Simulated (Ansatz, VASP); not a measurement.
Two plane-wave programs on InO

File INCAR:

```
SYSTEM = InO
PREC     = Accurate       ! precision mode
ENCUT    = 520            ! plane-wave cutoff, eV
EDIFF    = 1E-7           ! SCF threshold, eV
ISMEAR   = 0              ! smearing method
SIGMA    = 0.03           ! smearing width, eV
LREAL    = .FALSE.        ! projectors in reciprocal space
LASPH    = .TRUE.         ! aspherical terms in the spheres
NELM     = 60             ! most SCF steps
ALGO     = Normal         ! electronic algorithm
ISIF     = 2              ! what is computed and relaxed
LWAVE    = .FALSE.        ! write WAVECAR
LCHARG   = .FALSE.        ! write CHGCAR
GGA      = PE             ! functional
NBANDS   = 27             ! bands
```

Contents of KPOINTS:

```
regular mesh
0
G
  12 12 2
  0 0 0
```

The input POSCAR:

```
InO
1.0
    3.6262944914      0.0000000000      0.0000000000
   -1.8131472457      3.1404631511      0.0000000000
    0.0000000000      0.0000000000     15.0832450000
In O
2 2
Direct
    0.6666666667      0.3333333333      0.5900210000
    0.6666666667      0.3333333333      0.4099790000
    0.0000000000      0.0000000000      0.6398670000
    0.0000000000      0.0000000000      0.3601330000
```

Input for Ansatz:

```yaml
crystal:
  lattice:
    - [3.6262944914, 0.0, 0.0]
    - [-1.8131472457, 3.1404631511, 0.0]
    - [0.0, 0.0, 15.083245]
  atoms:
    - { symbol: In, position: [0.6666666667, 0.3333333333, 0.590021] }
    - { symbol: In, position: [0.6666666667, 0.3333333333, 0.409979] }
    - { symbol: O, position: [0.0, 0.0, 0.639867] }
    - { symbol: O, position: [0.0, 0.0, 0.360133] }
basis:
  ecutwfc: 420
kpoints:
  mp_grid: { grid: [12, 12, 2] }
hamiltonian:
  xc: pbe
scf:
  occupations: { method: gaussian, width: 0.03 }
output:
  forces: true
  stress: true
  eigenvalues: true
```

Change from the starting cell: strain +0.050 along x and y, -0.050 along z, atoms carried along.

Alike in both runs: task single point; functional PBE; k mesh 12 × 12 × 2; occupations gaussian, width 0.03 eV; no spin polarisation.

|  | VASP | Ansatz |
| --- | --- | --- |
| version | VASP 6.6.1 | Ansatz 0.2.0 |
| potentials or method | VASP PAW PBE potentials, release 64 (In_d, O), cutoff 520 eV | scalar-relativistic, plane waves, PAW |
| valence electrons in the cell | 38 | 38 |

```csv
,VASP,Ansatz,Ansatz less VASP
gap on the k mesh at the Fermi level (eV),0.30,0.32,+0.016
least direct gap on the mesh (eV),0.79,0.80,+0.010
rms of the force components (eV/Å),0.524,0.537,+0.0133
```

Atom by atom the forces differ by 0.015 eV/Å (rms over components). The functional is the same, so the differences come from potentials, cutoffs and numerics.
